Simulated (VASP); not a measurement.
Runs of VASP 6.6.1 on K. The structure is that of space group Fd-3m (No. 227), or close to it. The cells are those of the table. This isn't the form of K at room conditions, which is bcc.

| cell | gap on the mesh (eV) | pressure (GPa) |
| --- | --- | --- |
| a = 6.627 Å, angles 60.0°, 2 atoms | none | (a) |
| a = 6.903 Å, angles 60.0°, 2 atoms | none | -0.1 |
| a = 6.721 Å, angles 60.0°, 2 atoms | none | 0.0 |
| a = 6.529 Å, angles 60.0°, 2 atoms | none | 0.2 |
| a = 6.813 Å, angles 60.0°, 2 atoms | none | 0.0 |
| a = 6.990 Å, angles 60.0°, 2 atoms | none | -0.1 |
| a = 7.076 Å, angles 60.0°, 2 atoms | none | -0.1 |

Alike in all rows: task single point; level PBE; potentials or basis VASP PAW PBE potentials, release 64 (K_sv); no spin polarisation; k mesh 9 × 9 × 9; cutoff (eV) 520; smearing fermi-dirac 0.1 eV.

Q: Estimate the missing entries.

A: (a) 0.1.

A gap of «none» marks levels without a gap at the run's occupations.
